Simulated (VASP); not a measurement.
# MoS2 in VASP: single point with PBEsol

Aim: the single point of MoS2 with PBEsol.

Program: VASP 6.6.1. These are calculated values, not measurements. Logs are shortened: lines on timing, memory, paths and dates and some standing lists are left out, and cuts for length are marked.

### 1 The cell of the first run

The cell holds a slab with vacuum, 27 atoms: a = 3.143 Å, b = 12.697 Å, c = 26.877 Å, α = 90.00°, β = 90.00°, γ = 97.11°.

### 2 Single point, PBEsol

Input file INCAR:

```
PREC = Accurate
ENCUT = 520
EDIFF = 1E-7
ISMEAR = 0
SIGMA = 0.05
LREAL = Auto
LASPH = T
NELM = 100
ALGO = Normal
ISIF = 2
LWAVE = F
LCHARG = F
LDIPOL = T
IDIPOL = 3
DIPOL = 0.5 0.5 0.504
GGA = PS
ISYM = 0
NBANDS = 136
KPAR = 4
```

Input file KPOINTS:

```
regular mesh
0
Gamma
  9 2 1
```

Input file POSCAR:

```
MoS2
1.0
    3.1431208327      0.0000000000      0.0000000000
   -1.5715604164     12.5992948047      0.0000000000
    0.0000000000      0.0000000000     26.8769959196
Mo S
9 18
Direct
    0.7461091109      0.4922182218      0.2790490434
    0.4922194683      0.9844389366      0.3295560803
    0.2383298257      0.4766596515      0.3800631172
    0.9844401832      0.9688803663      0.4305701541
    0.7305505406      0.4611010812      0.4810771910
    0.4766608980      0.9533217960      0.5315842279
    0.2227712554      0.4455425108      0.5820912648
    0.9688816128      0.9377632257      0.6325983017
    0.7149919703      0.4299839405      0.6831053386
    0.1818310289      0.3636620578      0.3085447108
    0.3051798720      0.6103597440      0.3168946614
    0.9279413863      0.8558827726      0.3590517477
    0.0512902294      0.1025804588      0.3674016983
    0.6740517437      0.3481034875      0.4095587847
    0.7974005868      0.5948011737      0.4179087352
    0.4201621012      0.8403242023      0.4600658216
    0.5435109443      0.0870218885      0.4684157721
    0.1662724586      0.3325449172      0.5105728585
    0.2896213017      0.5792426034      0.5189228090
    0.9123828160      0.8247656320      0.5610798954
    0.0357316591      0.0714633182      0.5694298459
    0.6584931734      0.3169863468      0.6115869323
    0.7818420165      0.5636840330      0.6199368828
    0.4046035308      0.8092070617      0.6620939692
    0.5279523739      0.0559047479      0.6704439197
    0.1507138883      0.3014277765      0.7126010061
    0.2740627314      0.5481254627      0.7209509566
```

Potentials or basis: VASP PAW PBE potentials, release 64 (Mo_sv, S).

Started as:

```
cat potpaw_PBE.64/Mo_sv/POTCAR potpaw_PBE.64/S/POTCAR > POTCAR
mpirun -np 4 vasp_std > vasp.out
```

OUTCAR:

```text
PREC = Accurate
   ENCUT = 520
   EDIFF = 1E-7
   ISMEAR = 0
   LREAL = Auto
   LASPH = T
   NELM = 100
   ISIF = 2
   GGA = PS
   ISYM = 0

 ion  position               nearest neighbor table
   1  0.746  0.492  0.279-  11 2.39  11 2.39  10 2.39  10 2.39   3 3.14   3 3.14
   2  0.492  0.984  0.330-  13 2.39  13 2.39  12 2.39  12 2.39   4 3.14   4 3.14
   3  0.238  0.477  0.380-  11 2.39  15 2.39  15 2.39  14 2.39  14 2.39  10 2.39   5 3.14   1 3.14
                             1 3.14   5 3.14
   4  0.984  0.969  0.431-  13 2.39  17 2.39  17 2.39  16 2.39  16 2.39  12 2.39   2 3.14   6 3.14
                             6 3.14   2 3.14
   5  0.731  0.461  0.481-  15 2.39  19 2.39  19 2.39  14 2.39  18 2.39  18 2.39   3 3.14   7 3.14
                             3 3.14   7 3.14
   6  0.477  0.953  0.532-  17 2.39  21 2.39  21 2.39  16 2.39  20 2.39  20 2.39   4 3.14   8 3.14
                             4 3.14   8 3.14
   7  0.223  0.446  0.582-  23 2.39  23 2.39  19 2.39  18 2.39  22 2.39  22 2.39   9 3.14   5 3.14
                             5 3.14   9 3.14
   8  0.969  0.938  0.633-  21 2.39  25 2.39  25 2.39  20 2.39  24 2.39  24 2.39   6 3.14   6 3.14

   9  0.715  0.430  0.683-  23 2.39  27 2.39  27 2.39  22 2.39  26 2.39  26 2.39   7 3.14   7 3.14

  10  0.182  0.364  0.309-   1 2.39   1 2.39   3 2.39
  11  0.305  0.610  0.317-   3 2.39   1 2.39   1 2.39
  12  0.928  0.856  0.359-   2 2.39   2 2.39   4 2.39
  13  0.051  0.103  0.367-   4 2.39   2 2.39   2 2.39
  14  0.674  0.348  0.410-   5 2.39   3 2.39   3 2.39
  15  0.797  0.595  0.418-   5 2.39   3 2.39   3 2.39
  16  0.420  0.840  0.460-   6 2.39   4 2.39   4 2.39
  17  0.544  0.087  0.468-   6 2.39   4 2.39   4 2.39
  18  0.166  0.333  0.511-   7 2.39   5 2.39   5 2.39
  19  0.290  0.579  0.519-   5 2.39   5 2.39   7 2.39
  20  0.912  0.825  0.561-   8 2.39   6 2.39   6 2.39
  21  0.036  0.071  0.569-   8 2.39   6 2.39   6 2.39
  22  0.658  0.317  0.612-   9 2.39   7 2.39   7 2.39
  23  0.782  0.564  0.620-   9 2.39   7 2.39   7 2.39
  24  0.405  0.809  0.662-   8 2.39   8 2.39
  25  0.528  0.056  0.670-   8 2.39   8 2.39
  26  0.151  0.301  0.713-   9 2.39   9 2.39
  27  0.274  0.548  0.721-   9 2.39   9 2.39

IMPORTANT INFORMATION: All symmetrisations will be switched off!
NOSYMM: (Re-)initialisation of all symmetry stuff for point group C_1.

----------------------------------------------------------------------------------------

                                     Primitive cell

  volume of cell :    1064.3588

  direct lattice vectors                    reciprocal lattice vectors
     3.143120833  0.000000000  0.000000000     0.318155125  0.039684761  0.000000000
    -1.571560416 12.599294805  0.000000000     0.000000000  0.079369522  0.000000000
     0.000000000  0.000000000 26.876995920     0.000000000  0.000000000  0.037206539

  length of vectors
     3.143120833 12.696930012 26.876995920     0.320620591  0.079369522  0.037206539

  position of ions in fractional coordinates (direct lattice)
     0.746109111  0.492218222  0.279049043
     0.492219468  0.984438937  0.329556080
     0.238329826  0.476659652  0.380063117
     0.984440183  0.968880366  0.430570154
     0.730550541  0.461101081  0.481077191
     0.476660898  0.953321796  0.531584228
[... 19 lines left out ...]
     0.150713888  0.301427776  0.712601006
     0.274062731  0.548125463  0.720950957

  ion indices of the primitive-cell ions
   primitive index   ion index
                 1           1
                 2           2
                 3           3
                 4           4
                 5           5
                 6           6
[... 19 lines left out ...]
                26          26
                27          27

----------------------------------------------------------------------------------------

 KPOINTS: regular mesh

Automatic generation of k-mesh.
 Grid dimensions read from file:
 generate k-points for:    9    2    1

 Generating k-lattice:

  Cartesian coordinates                     Fractional coordinates (reciprocal lattice)
     0.035350569  0.004409418  0.000000000     0.111111111 -0.000000000  0.000000000
     0.000000000  0.039684761  0.000000000     0.000000000  0.500000000  0.000000000
     0.000000000  0.000000000  0.037206539     0.000000000  0.000000000  1.000000000

  Length of vectors
     0.035624510  0.039684761  0.037206539

  Shift w.r.t. Gamma in fractional coordinates (k-lattice)
     0.000000000  0.000000000  0.000000000

 -----------------------------------------------------------------------------
|                                                                             |
|           W    W    AA    RRRRR   N    N  II  N    N   GGGG   !!!           |
|           W    W   A  A   R    R  NN   N  II  NN   N  G    G  !!!           |
|           W    W  A    A  R    R  N N  N  II  N N  N  G       !!!           |
|           W WW W  AAAAAA  RRRRR   N  N N  II  N  N N  G  GGG   !            |
|           WW  WW  A    A  R   R   N   NN  II  N   NN  G    G                |
|           W    W  A    A  R    R  N    N  II  N    N   GGGG   !!!           |
|                                                                             |
|     Your reciprocal lattice and k-lattice belong to different lattice       |
|     classes:                                                                |
|                                                                             |
|        The reciprocal lattice is base centered orthorhombic,                |
|        whereas your k-lattice is simple monoclinic.                         |
|                                                                             |
|     Results are often still useful ...                                      |
|                                                                             |
 -----------------------------------------------------------------------------

 WARNING: IBZKPT: internal override: KBLOWUP is changed to .FALSE.
      ... skipping the blow-up phase ...

 Subroutine IBZKPT returns following result:
 ===========================================

 Found     10 irreducible k-points:

 Following reciprocal coordinates:
            Coordinates               Weight
  0.000000  0.000000  0.000000      1.000000
  0.111111  0.000000  0.000000      2.000000
  0.222222  0.000000  0.000000      2.000000
  0.333333  0.000000  0.000000      2.000000
  0.444444  0.000000  0.000000      2.000000
  0.000000  0.500000  0.000000      1.000000
  0.111111  0.500000  0.000000      2.000000
  0.222222  0.500000  0.000000      2.000000
  0.333333  0.500000  0.000000      2.000000
  0.444444  0.500000  0.000000      2.000000
   k-points           NKPTS =     10   k-points in BZ     NKDIM =     10   number of bands    NBANDS=    136
   number of dos      NEDOS =    301   number of ions     NIONS =     27
   total plane-waves  NPLWV = 460800
   dimension x,y,z NGX =    24 NGY =   96 NGZ =  200
   dimension x,y,z NGXF=    48 NGYF=  192 NGZF=  400
   ions per type =               9  18
   NGX,Y,Z   is equivalent  to a cutoff of  12.69, 12.57, 12.37 a.u.
   NGXF,Y,Z  is equivalent  to a cutoff of  25.39, 25.14, 24.74 a.u.
 SYSTEM =  unknown system
   PREC   = accura    normal or accurate (medium, high low for compatibility)
   ISTART =      0    job   : 0-new  1-cont  2-samecut
   ICHARG =      2    charge: 1-file 2-atom 10-const
   ISPIN  =      1    spin polarized calculation?
   LNONCOLLINEAR =      F non collinear calculations
   LSORBIT =      F    spin-orbit coupling
   LASPH  =      T    aspherical Exc in radial PAW
   ENCUT  =  520.0 eV  38.22 Ry    6.18 a.u.   5.84 23.61 49.97*2*pi/ulx,y,z
   NELM   =    100;   NELMIN=  2; NELMDL= -5     # of ELM steps
   EDIFF  = 0.1E-06   stopping-criterion for ELM
   LREAL  =      T    real-space projection
   EDIFFG = 0.1E-05   stopping-criterion for IOM
   NSW    =      0    number of steps for IOM
   IBRION =     -1    ionic relax: 0-MD 1-quasi-New 2-CG
   NFREE  =      0    steps in history (QN), initial steepest desc. (CG)
   ISIF   =      2    stress and relaxation
   ISYM   =      0    0-nonsym 1-usesym 2-fastsym
   POTIM  = 0.5000    time-step for ionic-motion
   TEBEG  =    0.0;   TEEND  =   0.0 temperature during run
   PSTRESS=    0.0 pullay stress
   NELECT =     234.0000    total number of electrons
   NUPDOWN=      -1.0000    fix difference up-down
   EMIN   =  10.00;   EMAX   =-10.00  energy-range for DOS
   EFERMI =   0.00;   METHOD = LEGACY
   ISMEAR =     0;   SIGMA  =   0.05  broadening in eV -4-tet -1-fermi 0-gaus
   EFERMI_NEDOS =   21; number of points for ismear=-14 and -15
   IALGO  =     38    algorithm
   IMIX   =      4    mixing-type and parameters
     AMIX     =   0.40;   BMIX     =  1.00
     AMIX_MAG =   1.60;   BMIX_MAG =  1.00
  volume/ion in A,a.u.               =      39.42       266.02
  Fermi-wavevector in a.u.,A,eV,Ry     =   0.988062  1.867166 13.282907  0.976266
  Thomas-Fermi vector in A             =   2.119561
   LORBIT       =      0    0 simple, 1 ext, 2 COOP (PROOUT), +10 PAW based schemes
   GGA     = PS    functional components
   LHFCALC =     F    Hartree Fock is set to
   AEXX    =    0.0000 exact exchange contribution
   IVDW    =     0    specifies the selected vdW correction
   LEPSILON=     F    determine dielectric tensor
   LRPA    =     F    only Hartree local field effects (RPA)
 non-spin polarized calculation
 Gauss-broadening in eV      SIGMA  =   0.05
  energy-cutoff  :      520.00
  volume of cell :     1064.36
 maximum number of plane-waves:     28729
 NGX is ok and might be reduce to    24
   NGX = 11   NGY = 47   NGZ = 99

 dipolmoment           0.000000      0.000000     -0.954680 electrons x Angstroem

 number of electron     233.9999999 magnetization

 dipolmoment           0.000000      0.000000      0.510465 electrons x Angstroem

 Free energy of the ion-electron system (eV)
  ---------------------------------------------------
  ext. energy  EPLUGINS =         0.00000000
  ---------------------------------------------------
  free energy    TOTEN  =      -200.95622957 eV

  energy without entropy =     -200.92915927  energy(sigma->0) =     -200.94269442

 E-fermi :   0.4779     XC(G=0):  -5.5788

 val. band max:        0.4729521587   @ k =   0.0000   0.0000   0.0000
 cond. band min:       0.4876701475   @ k =   0.4444   0.5000   0.0000
 fundamental gap:      0.0147179888
 Fermi energy:         0.4779340824

 k-point     1 :       0.0000    0.0000    0.0000
  band No.  band energies     occupation
      1     -60.9023      2.00000
      2     -60.8490      2.00000
      3     -60.7344      2.00000
      4     -60.6985      2.00000
      5     -60.6802      2.00000
      6     -60.5803      2.00000
[... 121 lines left out ...]
    128       2.5754      0.00000
    129       2.6311      0.00000

 k-point     2 :       0.1111    0.0000    0.0000
  band No.  band energies     occupation
      1     -60.8995      2.00000
      2     -60.8462      2.00000
      3     -60.7318      2.00000
      4     -60.6960      2.00000
      5     -60.6777      2.00000
      6     -60.5774      2.00000
[... 1177 lines left out ...]
    128       2.4575      0.00000
    129       2.5897      0.00000
 [bands above 129 left out]

------------------------ aborting loop because EDIFF is reached ----------------------------------------

 vacuum level on the upper side and lower side of the slab       (xc-potential included)         1.085        -1.226

  FORCE on cell =-STRESS in cart. coord.  units (eV):
  Direction    XX          YY          ZZ          XY          YZ          ZX
  --------------------------------------------------------------------------------------
  -------------------------------------------------------------------------------------
  Total      -13.0412030     -9.7526641     -2.2217424      0.0101774     -0.6947444      0.0090656
  in kB      -19.6308994    -14.6806677     -3.3443848      0.0153200     -1.0457976      0.0136464
  external PRESSURE =     -12.5519840 kB  Pullay stress =       0.0000000 kB

 VOLUME and BASIS-vectors are now :
 -----------------------------------------------------------------------------
  energy-cutoff  :      520.00
  volume of cell :     1064.36
      direct lattice vectors                 reciprocal lattice vectors
     3.143120833  0.000000000  0.000000000     0.318155125  0.039684761  0.000000000
    -1.571560416 12.599294805  0.000000000     0.000000000  0.079369522  0.000000000
     0.000000000  0.000000000 26.876995920     0.000000000  0.000000000  0.037206539

 POSITION                                       TOTAL-FORCE (eV/Angst)
 -----------------------------------------------------------------------------------
      1.57156      6.20160      7.50000         0.000821     -0.099454      1.629996
     -0.00000     12.40324      8.85748        -0.000229     -0.145204      1.638610
     -0.00000      6.00558     10.21495         0.000320     -0.028625      0.074189
      1.57156     12.20721     11.57243         0.001075      0.079397     -0.016950
      1.57156      5.80955     12.92991        -0.000713      0.007687     -0.098477
     -0.00000     12.01118     14.28739         0.000444      0.046734     -0.233563
[... 19 lines left out ...]
      0.00000      3.79778     19.15257        -0.000364      0.592124     -0.034406
      0.00000      6.90599     19.37700         0.005623     -0.686177     -0.112698
 -----------------------------------------------------------------------------------
    total drift:                               -0.003670     -0.007211      0.003832

  FREE ENERGIE OF THE ION-ELECTRON SYSTEM (eV)
  ---------------------------------------------------
  free  energy   TOTEN  =      -200.9562295684 eV

  energy  without entropy=     -200.9291592708  energy(sigma->0) =     -200.94269442

 vacuum level on the upper side and lower side of the slab         6.658         4.301
```

It took 34 min on 4 MPI ranks of Intel Xeon Platinum 8259CL at 2.50GHz (Skylake/Cascade Lake), shared host; peak memory 1.5 GiB.

Results:

```yaml
Free_energy: -200.9562 eV
Largest_force: 1.645 eV/Å
Band_gap_on_the_k_mesh: zero (bands 117 and 118 overlap by 0.07 eV)
```

Forces on the atoms (eV/Å):
```
Mo   0.001 -0.099  1.630
Mo   0.000 -0.145  1.639
Mo   0.000 -0.029  0.074
Mo   0.001  0.079 -0.017
Mo  -0.001  0.008 -0.098
Mo   0.000  0.047 -0.234
Mo   0.001  0.006 -0.152
Mo   0.005  0.045  0.043
Mo   0.000  0.040 -0.021
S    0.001  0.446 -0.861
S    0.001 -0.306 -0.907
S    0.000  0.454 -0.848
S    0.002 -0.351 -0.866
S    0.000  0.086  0.025
S    0.000 -0.071  0.005
S   -0.001  0.052  0.052
S    0.000 -0.105  0.033
S    0.001 -0.003  0.052
S    0.000 -0.005  0.063
S    0.002  0.031  0.122
S   -0.004 -0.045  0.074
S    0.003 -0.025  0.093
S   -0.007  0.006  0.115
S    0.003  0.613  0.114
S   -0.013 -0.634  0.019
S    0.000  0.592 -0.034
S    0.006 -0.686 -0.113
```

Levels at points of the mesh, in eV from the Fermi level:
```csv
k point,band 113,band 114,band 115,band 116,band 117,band 118,band 119,band 120,band 121,band 122
"(0.00, 0.00, 0.00)",-0.70,-0.34,-0.33,-0.13,-0.07,-0.05,0.00,0.13,0.17,1.63
"(0.00, 0.50, 0.00)",-0.54,-0.40,-0.34,-0.15,-0.09,-0.03,0.05,0.09,0.12,1.61
```

Caveat: the PAW data sets were made with another functional, which shifts forces and pressure a little.
